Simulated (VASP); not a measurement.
# NaCl (e600) (Fm-3m) in VASP: elastic constants with PBE

Aim: the elastic constants of NaCl (e600) with PBE.

Everything below comes from runs of VASP 6.6.1. Logs are shortened: lines on timing, memory, paths and dates and some standing lists are left out, and cuts for length are marked.

### Step 1. The cell of the first run

The structure is cubic, space group Fm-3m (No. 225). The conventional cell has a = 5.357 Å, b = 5.357 Å, c = 5.357 Å, α = 90.00°, β = 90.00°, γ = 90.00°. Na (site symmetry m-3m) has 6 Cl at 2.68 Å within 3.5 Å. Cl (site symmetry m-3m) has 6 Na at 2.68 Å within 3.5 Å.

### Step 2. Elastic constants, PBE

INCAR

```
SYSTEM = NaCl
PREC = Accurate ; ENCUT = 600
EDIFF = 1E-8 ; ISMEAR = 0
SIGMA = 0.01 ; LREAL = .FALSE.
LASPH = .TRUE. ; NELM = 60
ALGO = Normal ; ISIF = 3
LWAVE = .FALSE. ; LCHARG = .TRUE.
GGA = PE ; NBANDS = 14
IBRION = 6 ; NFREE = 2
POTIM = 0.015 ; NSW = 1
```

KPOINTS

```
Automatic mesh
0
G
  8 8 8
  0 0 0
```

POSCAR

```
NaCl
1.0
    0.0000000000      2.6785997408      2.6785997408
    2.6785997408      0.0000000000      2.6785997408
    2.6785997408      2.6785997408      0.0000000000
Na Cl
1 1
Direct
    0.0000000000      0.0000000000      0.0000000000
    0.5000000000      0.5000000000      0.5000000000
```

Potentials or basis: VASP PAW PBE potentials, release 64 (Na_pv, Cl).

The run is started by

```console
cat potpaw_PBE.64/Na_pv/POTCAR potpaw_PBE.64/Cl/POTCAR > POTCAR
mpirun -np 1 vasp_std > vasp.out
```

OUTCAR:

```text
SYSTEM = NaCl
   PREC = Accurate
   ENCUT = 600
   EDIFF = 1E-8
   ISMEAR = 0
   LREAL = .FALSE.
   LASPH = .TRUE.
   NELM = 60
   ISIF = 3
   GGA = PE
   IBRION = 6
   NFREE = 2
   POTIM = 0.015
   NSW = 1

 ion  position               nearest neighbor table
   1  0.000  0.000  0.000-   2 2.68   2 2.68   2 2.68   2 2.68   2 2.68   2 2.68
   2  0.500  0.500  0.500-   1 2.68   1 2.68   1 2.68   1 2.68   1 2.68   1 2.68

  LATTYP: Found a face centered cubic cell.
 ALAT       =     5.3571994816

  Lattice vectors:

 A1 = (   0.0000000000,   2.6785997408,   2.6785997408)
 A2 = (   2.6785997408,   0.0000000000,   2.6785997408)
 A3 = (   2.6785997408,   2.6785997408,   0.0000000000)

Analysis of symmetry for initial positions (statically):
=====================================================================
 Subroutine PRICEL returns:
 Original cell was already a primitive cell.

 Routine SETGRP: Setting up the symmetry group for a
 face centered cubic supercell.

 Subroutine GETGRP returns: Found 48 space group operations
 (whereof 48 operations were pure point group operations)
 out of a pool of 48 trial point group operations.

The static configuration has the point symmetry O_h .

Analysis of symmetry for dynamics (positions and initial velocities):
=====================================================================
 Subroutine PRICEL returns:
 Original cell was already a primitive cell.

 Routine SETGRP: Setting up the symmetry group for a
 face centered cubic supercell.

 Subroutine GETGRP returns: Found 48 space group operations
 (whereof 48 operations were pure point group operations)
 out of a pool of 48 trial point group operations.

The dynamic configuration has the point symmetry O_h .

 Subroutine INISYM returns: Found 48 space group operations
 (whereof 48 operations are pure point group operations),
 and found     1 'primitive' translations

----------------------------------------------------------------------------------------

                                     Primitive cell

  volume of cell :      38.4374

  direct lattice vectors                    reciprocal lattice vectors
     0.000000000  2.678599741  2.678599741    -0.186664694  0.186664694  0.186664694
     2.678599741  0.000000000  2.678599741     0.186664694 -0.186664694  0.186664694
     2.678599741  2.678599741  0.000000000     0.186664694  0.186664694 -0.186664694

  length of vectors
     3.788112082  3.788112082  3.788112082     0.323312733  0.323312733  0.323312733

  position of ions in fractional coordinates (direct lattice)
     0.000000000  0.000000000  0.000000000
     0.500000000  0.500000000  0.500000000

  ion indices of the primitive-cell ions
   primitive index   ion index
                 1           1
                 2           2

----------------------------------------------------------------------------------------

 KPOINTS: Automatic mesh

Automatic generation of k-mesh.
 Grid dimensions read from file:
 generate k-points for:    8    8    8

 Generating k-lattice:

[... 108 lines left out ...]
  free energy    TOTEN  =        -6.64104701 eV

  energy without entropy =       -6.64104701  energy(sigma->0) =       -6.64104701

------------------------ aborting loop because EDIFF is reached ----------------------------------------

  FORCE on cell =-STRESS in cart. coord.  units (eV):
  Direction    XX          YY          ZZ          XY          YZ          ZX
  --------------------------------------------------------------------------------------
  -------------------------------------------------------------------------------------
  Total        1.6056201      1.6056201      1.6056201      0.0000000      0.0000000      0.0000000
  in kB       66.9267786     66.9267786     66.9267786      0.0000000      0.0000000      0.0000000
  external PRESSURE =      66.9267786 kB  Pullay stress =       0.0000000 kB
[... 89 lines left out ...]
  FREE ENERGIE OF THE ION-ELECTRON SYSTEM (eV)
  ---------------------------------------------------
  free  energy   TOTEN  =        -6.6137511500 eV

  energy  without entropy=       -6.6137511500  energy(sigma->0) =       -6.61375115

[... ionic steps 4 to 14 ...]

--------------------------------------- Ionic step       15  -------------------------------------------

 number of electron      13.9999996 magnetization

------------------------ aborting loop because EDIFF is reached ----------------------------------------
[... 67 lines left out ...]
--------------------------------------- Ionic step       17  -------------------------------------------

 number of electron      13.9999996 magnetization

 Free energy of the ion-electron system (eV)
  ---------------------------------------------------
  ext. energy  EPLUGINS =         0.00000000
  ---------------------------------------------------
  free energy    TOTEN  =        -6.64073782 eV

  energy without entropy =       -6.64073782  energy(sigma->0) =       -6.64073782

 E-fermi :   0.3387     XC(G=0):  -8.8468

 val. band max:        0.2640023478   @ k =   0.0000   0.0000   0.0000
 cond. band min:       6.0381863746   @ k =   0.0000   0.0000   0.0000
 fundamental gap:      5.7741840268
 Fermi energy:         0.3387270569

 k-point     1 :       0.0000    0.0000    0.0000
  band No.  band energies     occupation
      1     -20.3077      2.00000
      2     -20.3077      2.00000
      3     -20.3077      2.00000
      4     -12.7995      2.00000
      5       0.2640      2.00000
      6       0.2640      2.00000
      7       0.2640      2.00000
      8       6.0382      0.00000
      9      11.5022      0.00000
     10      11.5022      0.00000
     11      11.5022      0.00000
     12      13.8787      0.00000
     13      13.8793      0.00000
     14      15.7431      0.00000
[... 377 lines left out ...]
      1     -20.3556      2.00000
      2     -20.3232      2.00000
      3     -20.3158      2.00000
      4     -12.2262      2.00000
      5      -1.8370      2.00000
      6      -0.7317      2.00000
      7      -0.2839      2.00000
      8       8.9750      0.00000
      9      10.3565      0.00000
     10      11.2640      0.00000
     11      12.5536      0.00000
     12      15.4126      0.00000
     13      16.9451      0.00000
     14      17.8535      0.00000

 [... further k-points ...]
[... 5 lines left out ...]
  --------------------------------------------------------------------------------------
  -------------------------------------------------------------------------------------
  Total        1.6094636      1.6051943      1.6051943      0.0000000     -0.0000000      0.0000000
  in kB       67.0869861     66.9090295     66.9090295      0.0000000     -0.0000000      0.0000000
  external PRESSURE =      66.9683484 kB  Pullay stress =       0.0000000 kB
[... 17 lines left out ...]
  FREE ENERGIE OF THE ION-ELECTRON SYSTEM (eV)
  ---------------------------------------------------
  free  energy   TOTEN  =        -6.6407378222 eV

  energy  without entropy=       -6.6407378222  energy(sigma->0) =       -6.64073782

 INTERNAL STRAIN TENSORS FROM STRAINED CELLS
 ============================================

 INTERNAL STRAIN TENSOR FOR ION    1 for displacements in x,y,z  (eV/Angst):
          X           Y           Z          XY          YZ          ZX
  --------------------------------------------------------------------------------
  x     0.00000    -0.00000     0.00000     0.00000     0.00000     0.00000
  y     0.00000    -0.00000     0.00000     0.00000     0.00000     0.00000
  z    -0.00000     0.00000    -0.00000     0.00000    -0.00000     0.00000

 INTERNAL STRAIN TENSORS FROM DISPLACED ATOMS
 ============================================

 INTERNAL STRAIN TENSOR FOR ION    1 for displacements in x,y,z  (eV/Angst):
          X           Y           Z          XY          YZ          ZX
  --------------------------------------------------------------------------------
  x     0.00000     0.00000     0.00000     0.00000     0.00000     0.00000
  y     0.00000     0.00000     0.00000     0.00000     0.00000     0.00000
  z     0.00000     0.00000     0.00000     0.00000     0.00000     0.00000

 INTERNAL STRAIN TENSOR FOR ION    2 for displacements in x,y,z  (eV/Angst):
          X           Y           Z          XY          YZ          ZX
  --------------------------------------------------------------------------------
  x     0.00000     0.00000     0.00000     0.00000     0.00000     0.00000
  y     0.00000     0.00000     0.00000     0.00000     0.00000     0.00000
  z     0.00000     0.00000     0.00000     0.00000     0.00000     0.00000

 Eigenvectors and eigenvalues of the dynamical matrix
 ----------------------------------------------------

   1 f  =    6.938096 THz    43.593344 2PiTHz  231.429980 cm-1    28.693648 meV
             X         Y         Z           dx          dy          dz
      0.000000  0.000000  0.000000     0.000000    0.000000    0.779046
      2.678600  2.678600  2.678600     0.000000   -0.000000   -0.626966
[... 21 lines left out ...]
   6 f/i=    0.002044 THz     0.012845 2PiTHz    0.068192 cm-1     0.008455 meV
             X         Y         Z           dx          dy          dz
      0.000000  0.000000  0.000000    -0.017973    0.613291   -0.128990
      2.678600  2.678600  2.678600    -0.022332    0.762053   -0.160279

--------------------------------------------------------------------------------------------------------

 ELASTIC MODULI CONTR FROM IONIC RELAXATION (kBar)
 Direction    XX          YY          ZZ          XY          YZ          ZX
 --------------------------------------------------------------------------------
 XX           0.0000      0.0000      0.0000      0.0000      0.0000      0.0000
 YY           0.0000      0.0000      0.0000      0.0000      0.0000      0.0000
 ZZ           0.0000      0.0000      0.0000      0.0000      0.0000      0.0000
 XY           0.0000      0.0000      0.0000      0.0000      0.0000      0.0000
 YZ           0.0000      0.0000      0.0000      0.0000      0.0000      0.0000
 ZX           0.0000      0.0000      0.0000      0.0000      0.0000      0.0000
 --------------------------------------------------------------------------------

 TOTAL ELASTIC MODULI (kBar)
 Direction    XX          YY          ZZ          XY          YZ          ZX
 --------------------------------------------------------------------------------
 XX        1063.5531    148.3007    148.3007     -0.0000     -0.0000      0.0000
 YY         148.3007   1063.5531    148.3007      0.0000      0.0000      0.0000
 ZZ         148.3007    148.3007   1063.5531      0.0000     -0.0000     -0.0000
 XY          -0.0000      0.0000      0.0000    129.5683      0.0000     -0.0000
 YZ          -0.0000      0.0000     -0.0000      0.0000    129.5683     -0.0000
 ZX           0.0000      0.0000     -0.0000     -0.0000     -0.0000    129.5683
 --------------------------------------------------------------------------------
```

Wall time 11 min (1 thread of Intel Xeon Platinum 8259CL at 2.50GHz (Skylake/Cascade Lake), shared host); peak memory 0.29 GiB.

What came out:

| Quantity | Value |
| --- | --- |
| Elastic constants C11, C12, C44 | 106, 15, 13 GPa |
| Voigt bulk modulus | 45 GPa |
| Highest phonon frequency at Γ, LO-TO splitting left out | 231 cm⁻¹ |

Phonon frequencies in cm⁻¹ (negative: imaginary):
```tsv
q point	frequencies
(0.000, 0.000, 0.000)	0 0 0 231 231 231
```

Elastic tensor in Voigt notation (GPa, in the Cartesian axes of the cell as first typed):
```
106  15  15   0   0   0
 15 106  15   0   0   0
 15  15 106   0   0   0
  0   0   0  13   0   0
  0   0   0   0  13   0
  0   0   0   0   0  13
```

Clamped-ion elastic tensor (GPa):
```
106  15  15   0   0   0
 15 106  15   0   0   0
 15  15 106   0   0   0
  0   0   0  13   0   0
  0   0   0   0  13   0
  0   0   0   0   0  13
```

Caveat: the cell is under stress, which shifts elastic constants.
